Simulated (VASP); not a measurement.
# SrMg (Pm-3m) in VASP: a series of runs, part 2 of 2

VASP 6.6.1.

### Step 5. Single point, LDA

This run uses another cell than the first one, of 33.96 Å³/atom, 1.020 times its volume.

Contents of INCAR:

```
PREC = Accurate
ENCUT = 520
EDIFF = 1E-7
ISMEAR = 1
SIGMA = 0.05
LREAL = False
LASPH = True
NELM = 100
ALGO = Normal
ISIF = 2
LWAVE = False
LCHARG = False
GGA = CA
NBANDS = 13
```

Contents of KPOINTS:

```
regular mesh
0
Gamma
  6 6 6
```

Contents of POSCAR:

```
SrMg
1.0
    4.0799681774      0.0000000000      0.0000000000
    0.0000000000      4.0799681774      0.0000000000
    0.0000000000      0.0000000000      4.0799681774
Sr Mg
1 1
Direct
    0.0000000000      0.0000000000      0.0000000000
    0.5000000000      0.5000000000      0.5000000000
```

Potentials or basis: VASP PAW LDA potentials, release 64 (Sr_sv, Mg).

Command:

```sh
cat potpaw_LDA.64/Sr_sv/POTCAR potpaw_LDA.64/Mg/POTCAR > POTCAR
mpirun -np 1 vasp_std > vasp.out
```

OUTCAR:

```text
PREC = Accurate
   ENCUT = 520
   EDIFF = 1E-7
   ISMEAR = 1
   LREAL = False
   LASPH = True
   NELM = 100
   ISIF = 2
   GGA = CA

 ion  position               nearest neighbor table
   1  0.000  0.000  0.000-   2 3.53   2 3.53   2 3.53   2 3.53   2 3.53   2 3.53   2 3.53   2 3.53

   2  0.500  0.500  0.500-   1 3.53   1 3.53   1 3.53   1 3.53   1 3.53   1 3.53   1 3.53   1 3.53

  LATTYP: Found a simple cubic cell.
 ALAT       =     4.0799681774

  Lattice vectors:

 A1 = (   4.0799681774,   0.0000000000,   0.0000000000)
 A2 = (   0.0000000000,   4.0799681774,   0.0000000000)
 A3 = (   0.0000000000,   0.0000000000,   4.0799681774)

Analysis of symmetry for initial positions (statically):
=====================================================================
 Subroutine PRICEL returns:
 Original cell was already a primitive cell.

 Routine SETGRP: Setting up the symmetry group for a
 simple cubic supercell.

 Subroutine GETGRP returns: Found 48 space group operations
 (whereof 48 operations were pure point group operations)
 out of a pool of 48 trial point group operations.

The static configuration has the point symmetry O_h .

Analysis of symmetry for dynamics (positions and initial velocities):
=====================================================================
 Subroutine PRICEL returns:
 Original cell was already a primitive cell.

 Routine SETGRP: Setting up the symmetry group for a
 simple cubic supercell.

 Subroutine GETGRP returns: Found 48 space group operations
 (whereof 48 operations were pure point group operations)
 out of a pool of 48 trial point group operations.

The dynamic configuration has the point symmetry O_h .

 Subroutine INISYM returns: Found 48 space group operations
 (whereof 48 operations are pure point group operations),
 and found     1 'primitive' translations

----------------------------------------------------------------------------------------

                                     Primitive cell

  volume of cell :      67.9157

  direct lattice vectors                    reciprocal lattice vectors
     4.079968177  0.000000000  0.000000000     0.245099951  0.000000000  0.000000000
     0.000000000  4.079968177  0.000000000     0.000000000  0.245099951  0.000000000
     0.000000000  0.000000000  4.079968177     0.000000000  0.000000000  0.245099951

  length of vectors
     4.079968177  4.079968177  4.079968177     0.245099951  0.245099951  0.245099951

  position of ions in fractional coordinates (direct lattice)
     0.000000000  0.000000000  0.000000000
     0.500000000  0.500000000  0.500000000

  ion indices of the primitive-cell ions
   primitive index   ion index
                 1           1
                 2           2

----------------------------------------------------------------------------------------

 KPOINTS: regular mesh

Automatic generation of k-mesh.
 Grid dimensions read from file:
 generate k-points for:    6    6    6

 Generating k-lattice:

  Cartesian coordinates                     Fractional coordinates (reciprocal lattice)
     0.040849992  0.000000000  0.000000000     0.166666667  0.000000000  0.000000000
     0.000000000  0.040849992  0.000000000     0.000000000  0.166666667  0.000000000
     0.000000000  0.000000000  0.040849992     0.000000000  0.000000000  0.166666667

  Length of vectors
     0.040849992  0.040849992  0.040849992

  Shift w.r.t. Gamma in fractional coordinates (k-lattice)
[... 31 lines left out ...]
   total plane-waves  NPLWV =  27000
   dimension x,y,z NGX =    30 NGY =   30 NGZ =   30
   dimension x,y,z NGXF=    60 NGYF=   60 NGZF=   60
   ions per type =               1   1
   NGX,Y,Z   is equivalent  to a cutoff of  12.22, 12.22, 12.22 a.u.
   NGXF,Y,Z  is equivalent  to a cutoff of  24.45, 24.45, 24.45 a.u.
 SYSTEM =  unknown system
   PREC   = accura    normal or accurate (medium, high low for compatibility)
   ISTART =      0    job   : 0-new  1-cont  2-samecut
   ICHARG =      2    charge: 1-file 2-atom 10-const
   ISPIN  =      1    spin polarized calculation?
   LNONCOLLINEAR =      F non collinear calculations
   LSORBIT =      F    spin-orbit coupling
   LASPH  =      T    aspherical Exc in radial PAW
   ENCUT  =  520.0 eV  38.22 Ry    6.18 a.u.   7.59  7.59  7.59*2*pi/ulx,y,z
   NELM   =    100;   NELMIN=  2; NELMDL= -5     # of ELM steps
   EDIFF  = 0.1E-06   stopping-criterion for ELM
   LREAL  =      F    real-space projection
   EDIFFG = 0.1E-05   stopping-criterion for IOM
   NSW    =      0    number of steps for IOM
   IBRION =     -1    ionic relax: 0-MD 1-quasi-New 2-CG
   NFREE  =      0    steps in history (QN), initial steepest desc. (CG)
   ISIF   =      2    stress and relaxation
   ISYM   =      2    0-nonsym 1-usesym 2-fastsym
   POTIM  = 0.5000    time-step for ionic-motion
   TEBEG  =    0.0;   TEEND  =   0.0 temperature during run
   PSTRESS=    0.0 pullay stress
   NELECT =      12.0000    total number of electrons
   NUPDOWN=      -1.0000    fix difference up-down
   EMIN   =  10.00;   EMAX   =-10.00  energy-range for DOS
   EFERMI =   0.00;   METHOD = LEGACY
   ISMEAR =     1;   SIGMA  =   0.05  broadening in eV -4-tet -1-fermi 0-gaus
   EFERMI_NEDOS =   21; number of points for ismear=-14 and -15
   IALGO  =     38    algorithm
   IMIX   =      4    mixing-type and parameters
     AMIX     =   0.40;   BMIX     =  1.00
     AMIX_MAG =   1.60;   BMIX_MAG =  1.00
  volume/ion in A,a.u.               =      33.96       229.16
  Fermi-wavevector in a.u.,A,eV,Ry     =   0.918640  1.735977 11.481938  0.843899
  Thomas-Fermi vector in A             =   2.043744
   LORBIT       =      0    0 simple, 1 ext, 2 COOP (PROOUT), +10 PAW based schemes
   GGA     = CA    functional components
   LHFCALC =     F    Hartree Fock is set to
   AEXX    =    0.0000 exact exchange contribution
   IVDW    =     0    specifies the selected vdW correction
   LEPSILON=     F    determine dielectric tensor
   LRPA    =     F    only Hartree local field effects (RPA)
 non-spin polarized calculation
 Methfessel and Paxton  Order N= 1 SIGMA  =   0.05
  energy-cutoff  :      520.00
  volume of cell :       67.92
 maximum number of plane-waves:      1856
   NGX = 15   NGY = 15   NGZ = 15

 number of electron      12.0000000 magnetization

 Free energy of the ion-electron system (eV)
  ---------------------------------------------------
  ext. energy  EPLUGINS =         0.00000000
  ---------------------------------------------------
  free energy    TOTEN  =        -3.91108240 eV

  energy without entropy =       -3.91077668  energy(sigma->0) =       -3.91098049

 E-fermi :   1.9469     XC(G=0):  -8.3880

 val. band max:        1.9287606409   @ k =   0.3333   0.3333   0.3333
 cond. band min:       2.0786080296   @ k =   0.5000   0.5000   0.0000
 fundamental gap:      0.1498473886
 Fermi energy:         1.9469007840

 k-point     1 :       0.0000    0.0000    0.0000
  band No.  band energies     occupation
      1     -33.6514      2.00000
      2     -15.7063      2.00000
      3     -15.7063      2.00000
      4     -15.7063      2.00000
      5      -2.9393      2.00000
      6       2.7728     -0.00000
      7       2.7728     -0.00000
      8       5.9344      0.00000
      9       5.9344      0.00000
     10       5.9344      0.00000
     11       6.6550      0.00000
     12       6.6550      0.00000
     13       6.6550      0.00000
[... 290 lines left out ...]
  band No.  band energies     occupation
      1     -33.6232      2.00000
      2     -15.8447      2.00000
      3     -15.8447      2.00000
      4     -15.8447      2.00000
      5       1.3900      2.00000
      6       1.3900      2.00000
      7       1.3900      2.00000
      8       2.7016     -0.00000
      9       5.3816      0.00000
     10       5.3816      0.00000
     11       5.3816      0.00000
     12       8.1819      0.00000
     13       8.1819      0.00000

------------------------ aborting loop because EDIFF is reached ----------------------------------------

  FORCE on cell =-STRESS in cart. coord.  units (eV):
  Direction    XX          YY          ZZ          XY          YZ          ZX
  --------------------------------------------------------------------------------------
  -------------------------------------------------------------------------------------
  Total       -0.2837483     -0.2837483     -0.2837483     -0.0000000      0.0000000     -0.0000000
  in kB       -6.6938127     -6.6938127     -6.6938127     -0.0000000      0.0000000     -0.0000000
  external PRESSURE =      -6.6938127 kB  Pullay stress =       0.0000000 kB

 VOLUME and BASIS-vectors are now :
 -----------------------------------------------------------------------------
  energy-cutoff  :      520.00
  volume of cell :       67.92
      direct lattice vectors                 reciprocal lattice vectors
     4.079968177  0.000000000  0.000000000     0.245099951  0.000000000  0.000000000
     0.000000000  4.079968177  0.000000000     0.000000000  0.245099951  0.000000000
     0.000000000  0.000000000  4.079968177     0.000000000  0.000000000  0.245099951

 POSITION                                       TOTAL-FORCE (eV/Angst)
 -----------------------------------------------------------------------------------
      0.00000      0.00000      0.00000         0.000000      0.000000      0.000000
      2.03998      2.03998      2.03998         0.000000      0.000000      0.000000
 -----------------------------------------------------------------------------------
    total drift:                                0.000000     -0.000000     -0.000000

  FREE ENERGIE OF THE ION-ELECTRON SYSTEM (eV)
  ---------------------------------------------------
  free  energy   TOTEN  =        -3.9110823978 eV

  energy  without entropy=       -3.9107766770  energy(sigma->0) =       -3.91098049
```

Run time: 5.3 s. Hardware: 1 thread of Intel Xeon 6975P-C (Granite Rapids), shared host; peak memory 0.15 GiB.

Results:

```
Free energy            : -3.9111 eV
Pressure               : -0.7 GPa
Band gap on the k mesh : zero (band 6 reaches 2.77 eV, above the bottom of band 7 at 1.39 eV)
```

### Step 6. Relaxation of cell and atoms, LDA

This run uses another cell than the first one, of 36.78 Å³/atom, 1.105 times its volume.

Contents of INCAR:

```
SYSTEM = SrMg
  PREC = Accurate
  ENCUT = 600
  EDIFF = 1E-6
  ISMEAR = 1
  SIGMA = 0.05
  LREAL = .False.
  LASPH = .True.
  NELM = 60
  ALGO = Normal
  ISIF = 3
  LWAVE = .False.
  LCHARG = .False.
  IBRION = 2
  NSW = 80
  EDIFFG = -0.02
```

Contents of KPOINTS:

```
regular mesh
0
Gamma
  5 5 5
  0 0 0
```

Contents of POSCAR:

```
SrMg
1.0
    4.1900000000      0.0000000000      0.0000000000
    0.0000000000      4.1900000000      0.0000000000
    0.0000000000      0.0000000000      4.1900000000
Sr Mg
1 1
Direct
    0.0000000000      0.0000000000      0.0000000000
    0.5000000000      0.5000000000      0.5000000000
```

Potentials or basis: VASP PAW LDA potentials, release 64 (Sr_sv, Mg).

Command:

```sh
cat potpaw_LDA.64/Sr_sv/POTCAR potpaw_LDA.64/Mg/POTCAR > POTCAR
mpirun -np 1 vasp_std > vasp.out
```

OUTCAR:

```text
SYSTEM = SrMg
   PREC = Accurate
   ENCUT = 600
   EDIFF = 1E-6
   ISMEAR = 1
   LREAL = .False.
   LASPH = .True.
   NELM = 60
   ISIF = 3
   IBRION = 2
   NSW = 80
   EDIFFG = -0.02

 ion  position               nearest neighbor table
   1  0.000  0.000  0.000-   2 3.63   2 3.63   2 3.63   2 3.63   2 3.63   2 3.63   2 3.63   2 3.63

   2  0.500  0.500  0.500-   1 3.63   1 3.63   1 3.63   1 3.63   1 3.63   1 3.63   1 3.63   1 3.63

  LATTYP: Found a simple cubic cell.
 ALAT       =     4.1900000000

  Lattice vectors:

 A1 = (   4.1900000000,   0.0000000000,   0.0000000000)
 A2 = (   0.0000000000,   4.1900000000,   0.0000000000)
[... 170 lines left out ...]
  -------------------------------------------------------------------------------------
  Total       -1.0033342     -1.0033342     -1.0033342     -0.0000000      0.0000000     -0.0000000
  in kB      -21.8531549    -21.8531549    -21.8531549     -0.0000000      0.0000000     -0.0000000
  external PRESSURE =     -21.8531549 kB  Pullay stress =       0.0000000 kB
[... 59 lines left out ...]
--------------------------------------- Ionic step        3  -------------------------------------------

 number of electron      12.0000000 magnetization

 Free energy of the ion-electron system (eV)
  ---------------------------------------------------
  ext. energy  EPLUGINS =         0.00000000
  ---------------------------------------------------
  free energy    TOTEN  =        -3.93998045 eV

  energy without entropy =       -3.93827286  energy(sigma->0) =       -3.93941125

 E-fermi :   2.0423     XC(G=0):  -8.4718

 val. band max:        2.0237078905   @ k =   0.4000   0.4000   0.2000
 cond. band min:       2.2529224591   @ k =   0.4000   0.4000   0.0000
 fundamental gap:      0.2292145686
 Fermi energy:         2.0422857006

 k-point     1 :       0.0000    0.0000    0.0000
  band No.  band energies     occupation
      1     -33.5156      2.00000
      2     -15.5699      2.00000
      3     -15.5699      2.00000
      4     -15.5699      2.00000
      5      -2.8900      2.00000
      6       2.8470     -0.00000
      7       2.8470     -0.00000
      8       6.1303      0.00000
      9       6.1303      0.00000
     10       6.1303      0.00000
[... 144 lines left out ...]
  FREE ENERGIE OF THE ION-ELECTRON SYSTEM (eV)
  ---------------------------------------------------
  free  energy   TOTEN  =        -3.9399804478 eV

  energy  without entropy=       -3.9382728573  energy(sigma->0) =       -3.93941125

 reached required accuracy - stopping structural energy minimisation
```

OSZICAR:

```text
N       E                     dE             d eps       ncg     rms          rms(c)
DAV:   1     0.522086980410E+02    0.52209E+02   -0.55536E+03   200   0.112E+03
DAV:   2    -0.100799757040E+01   -0.53217E+02   -0.52011E+02   208   0.193E+02
DAV:   3    -0.374879550307E+01   -0.27408E+01   -0.26978E+01   280   0.373E+01
[... 24 lines left out ...]
DAV:   4    -0.393912841204E+01   -0.75076E-03   -0.45116E-03   370   0.464E-01    0.300E-01
DAV:   5    -0.393994488219E+01   -0.81647E-03   -0.46193E-03   294   0.391E-01    0.914E-02
DAV:   6    -0.393999122221E+01   -0.46340E-04   -0.93317E-05   294   0.731E-02    0.321E-02
DAV:   7    -0.393998012732E+01    0.11095E-04   -0.15234E-05   318   0.343E-02    0.601E-03
DAV:   8    -0.393998044779E+01   -0.32047E-06   -0.29528E-07   106   0.521E-03
   3 F= -.39399804E+01 E0= -.39394113E+01  d E =-.553626E-01
```

CONTCAR:

```text
SrMg
   1.00000000000000
     4.0467811501628894   -0.0000000000000000   -0.0000000000000000
    -0.0000000000000000    4.0467811501628894   -0.0000000000000000
    -0.0000000000000000    0.0000000000000000    4.0467811501628894
  Sr              Mg
     1     1
Direct
     0.0000000000000000    0.0000000000000000    0.0000000000000000
     0.5000000000000000    0.5000000000000000    0.5000000000000000

  0.00000000E+00  0.00000000E+00  0.00000000E+00
  0.00000000E+00  0.00000000E+00  0.00000000E+00
```

Wall time 12 s (1 thread of Intel Xeon 6975P-C (Granite Rapids), shared host); peak memory 0.19 GiB.

What came out:

```
Free energy                            : -3.9400 eV
Relaxed volume                         : 33.14 Å³/atom
Relaxed cell                           : a = 4.047 Å, b = 4.047 Å, c = 4.047 Å, α = 90.00°, β = 90.00°, γ = 90.00°
Space group after relaxing (to 0.05 Å) : Pm-3m (No. 221)
Energy gained by relaxing              : 27.7 meV/atom
Ionic steps                            : 3
Pressure after relaxing                : -0.1 GPa
Band gap on the k mesh                 : zero (band 6 reaches 2.85 eV, above the bottom of band 7 at 1.67 eV)
```

Step by step:
```csv
step,energy change (eV),largest force (eV/Å),pressure (GPa),volume (Å³)
1,0.0000,0.0000,-2.19,73.56
2,-0.0498,0.0000,-0.78,68.35
3,-0.0554,0.0000,-0.06,66.27
```

Final structure:
```yaml
crystal:
  lattice:
    - [4.04678, 0.00000, 0.00000]
    - [0.00000, 4.04678, 0.00000]
    - [0.00000, 0.00000, 4.04678]
  atoms:
    - { symbol: Sr, position: [0.00000, 0.00000, 0.00000] }
    - { symbol: Mg, position: [0.50000, 0.50000, 0.50000] }
```

### Step 7. Overview

```tsv
task	cell	k mesh	cutoff (eV)	gap on the mesh (eV)	pressure (GPa)
single point	a = 4.053 Å, 2 atoms	5 × 5 × 5	520	none	-0.2
single point	a = 4.026 Å, 2 atoms	6 × 6 × 6	520	none	0.3
single point	a = 4.053 Å, 2 atoms	6 × 6 × 6	520	none	-0.2
single point	a = 4.080 Å, 2 atoms	6 × 6 × 6	520	none	-0.7
relaxation of cell and atoms	relaxed from a = 4.190 Å, 2 atoms	5 × 5 × 5	600	none	-0.1
```

Alike in all rows: level LDA; potentials or basis VASP PAW LDA potentials, release 64 (Sr_sv, Mg); no spin polarisation; smearing methfessel-paxton 0.05 eV.

Absolute energies hang on the potentials; compare differences alone.
